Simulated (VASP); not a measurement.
A run of VASP 6.6.1 is set up as follows.

The input INCAR:

```
SYSTEM = NaTiPt2
PREC     = Accurate       ! precision mode
ENCUT    = 500            ! plane-wave cutoff, eV
EDIFF    = 1E-6           ! SCF threshold, eV
ISMEAR   = 0              ! smearing method
SIGMA    = 0.1            ! smearing width, eV
LREAL    = .False.        ! projectors in reciprocal space
LASPH    = .True.         ! aspherical terms in the spheres
NELM     = 200            ! most SCF steps
ALGO     = Normal         ! electronic algorithm
ISIF     = 2              ! what is computed and relaxed
LWAVE    = .False.        ! write WAVECAR
LCHARG   = .False.        ! write CHGCAR
ISPIN    = 2              ! spin polarisation
MAGMOM   = 0 1 0 0        ! initial moments
LORBIT   = 11             ! projections on sites
LMAXMIX  = 4              ! l up to which the mixer works
GGA      = PE             ! functional
NBANDS   = 32             ! bands
GGA_COMPAT= .False.
```

KPOINTS

```
Automatic mesh
0
Gamma
  4 4 6
  0 0 0
```

POSCAR

```
NaTiPt2
1.0
    5.0743853565      0.0000000000      0.0000000000
    0.0000000000      5.0743853565      0.0000000000
    0.0000000000      0.0000000000      2.7140985587
Na Ti Pt
1 1 2
Direct
    0.0000000000      0.0000000000      0.5000000000
    0.5000000000      0.5000000000      0.0000000000
    0.0000000000      0.5000000000      0.5000000000
    0.5000000000      0.0000000000      0.5000000000
```

Potentials or basis: VASP PAW PBE potentials, release 64 (Na_pv, Ti_sv, Pt).

The run is started by

```sh
$ cat potpaw_PBE.64/Na_pv/POTCAR potpaw_PBE.64/Ti_sv/POTCAR potpaw_PBE.64/Pt/POTCAR > POTCAR
$ mpirun -np 1 vasp_std > vasp.out
```

Problem. What does it give for the net moment?

Solution. 0.26 μB per cell.

Problem. Predict the pressure.

Solution. 0.1 GPa.

Stress tensor (GPa, compression positive):
```
 0.30  0.00  0.00
 0.00  0.30  0.00
 0.00  0.00 -0.18
```

Caveat: the k points lie up to 0.39 Å⁻¹ apart; a moment this small can come from the mesh or the smearing.
